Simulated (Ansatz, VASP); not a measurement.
Sb: VASP beside Ansatz

```
Sb
1.0
     3.26793    0.00000    0.00000
    -1.63397    2.83011    0.00000
     0.00000    0.00000    5.33000
Sb
2
Direct
  0.33333 0.66667 0.25000
  0.66667 0.33333 0.75000
```

Change from the starting cell: equal xx and yy strain of -3 %.

Alike in both runs: task single point; functional PBEsol; k mesh 12 × 12 × 7; occupations fermi-dirac, width 0.05 eV; no spin polarisation.

|  | VASP | Ansatz |
| --- | --- | --- |
| version | VASP 6.6.1 | Ansatz 0.2.0 |
| potentials or method | VASP PAW PBE potentials, release 64 (Sb), cutoff 520 eV | all-electron LAPW, scalar-relativistic |

|  | VASP | Ansatz | Ansatz less VASP |
| --- | --- | --- | --- |
| pressure (GPa) | 4.5 | 4.5 | -0.01 |
| traceless stress, the component that is largest in VASP (GPa) | -0.79 | -0.79 | +0.002 |

VASP's potentials were made for PBE, not for PBEsol. Ansatz ran all-electron here, and VASP with PAW potentials.

Neither program's run includes spin-orbit coupling.
